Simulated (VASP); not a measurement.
Cd: single point with PBE

The system is Cd.

```
CELL_PARAMETERS angstrom
2.80425 0.00000 0.00000
-1.40212 2.42855 0.00000
0.00000 0.00000 4.55308
ATOMIC_POSITIONS crystal
Cd 0.33333 0.66667 0.25000
Cd 0.66667 0.33333 0.75000
```

| Quantity | Value |
| --- | --- |
| Program | VASP 6.6.1 |
| Task | single point |
| Functional | PBE |
| Potentials or basis | VASP PAW PBE potentials, release 64 (Cd) |
| Cutoff | 520 eV |
| k mesh | 16 × 16 × 9 |
| Occupations | fermi-dirac, width 0.1 eV |
| Spin | no spin polarisation |

```
Pressure               : 49.6 GPa
Band gap on the k mesh : zero (band 12 reaches 7.74 eV, above the bottom of band 13 at 5.44 eV)
```

Levels at points of the mesh, in eV from the Fermi level:
| k point | band 10 | band 11 | band 12 | band 13 | band 14 | band 15 |
| --- | --- | --- | --- | --- | --- | --- |
| (0.00, 0.00, 0.00) | -9.45 | -9.45 | -4.40 | -0.96 | 13.72 | 15.42 |
| (0.50, 0.00, 0.00) | -9.22 | -4.39 | -3.15 | 3.22 | 3.29 | 5.70 |

It took 26 s on 1 thread of Intel(R) Xeon(R) 6975P-C (Granite Rapids), on a shared host, peak memory 0.19 GiB.
